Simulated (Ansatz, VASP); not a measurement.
## CrCN in VASP and in Ansatz

The input INCAR:

```
PREC = Accurate ; ENCUT = 520
EDIFF = 1E-6 ; ISMEAR = 0
SIGMA = 0.1 ; LREAL = False
LASPH = True ; NELM = 150
ALGO = Normal ; ISIF = 2
LWAVE = False ; LCHARG = False
ISPIN = 2 ; MAGMOM = 3 0 0
LORBIT = 11 ; LMAXMIX = 4
GGA = PE ; NBANDS = 22
```

File KPOINTS:

```
Automatic mesh
0
Gamma
  6 6 6
```

POSCAR

```
CrCN
1.0
    3.4376765100      0.0000000000      0.0000000000
   -1.7188382500      2.9771151800      0.0000000000
    0.0000000000      0.0000000000      3.3796829200
Cr C N
1 1 1
Direct
    0.3333333300      0.6666666700      0.5000000000
    0.0000000000      0.0000000000      0.0000000000
    0.6666666700      0.3333333300      0.5000000000
```

Input for Ansatz:

```yaml
crystal:
  lattice:
    - [3.43767651, 0.0, 0.0]
    - [-1.71883825, 2.97711518, 0.0]
    - [0.0, 0.0, 3.37968292]
  atoms:
    - { symbol: Cr, position: [0.33333333, 0.66666667, 0.5], spin: 3.0 }
    - { symbol: C, position: [0.0, 0.0, 0.0] }
    - { symbol: "N", position: [0.66666667, 0.33333333, 0.5] }
basis:
  ecutwfc: 420
kpoints:
  mp_grid: { grid: [6, 6, 6] }
hamiltonian:
  xc: pbe
scf:
  occupations: { method: gaussian, width: 0.1 }
  lower_state_search: "off"
output:
  forces: true
  stress: true
  eigenvalues: true
  populations: true
magnetization:
  spin_polarized: true
```

Change from the starting cell: species swapped into the CeCuGe type (P-6m2, No. 187).

Alike in both runs: task single point; functional PBE; k mesh 6 × 6 × 6; occupations gaussian, width 0.1 eV; collinear spin.

```csv
,VASP,Ansatz
version,VASP 6.6.1,Ansatz 0.2.0
potentials or method,"VASP PAW PBE potentials, release 64 (Cr_pv, C, N), cutoff 520 eV","scalar-relativistic, plane waves, PAW"
valence electrons in the cell,21,23
```

Ansatz gave:

| Quantity | Value |
| --- | --- |
| gap on the k mesh at the Fermi level (eV) | none |
| net moment per atom (μB) | 0.37 |
| size of the moment on the site where the two differ most (μB) | 1.22 |

Question: Estimate VASP's values.

Answer: gap on the k mesh at the Fermi level (eV): none; net moment per atom (μB): 0.37; size of the moment on the site where the two differ most (μB): 1.44.

Site moments also hang on the region over which each program counts them. A gap of «none» marks a metal or a gap that the smearing closes. VASP's potentials hold 21 valence electrons a cell and Ansatz's 23, so a difference there can come from the potentials and not from the codes.
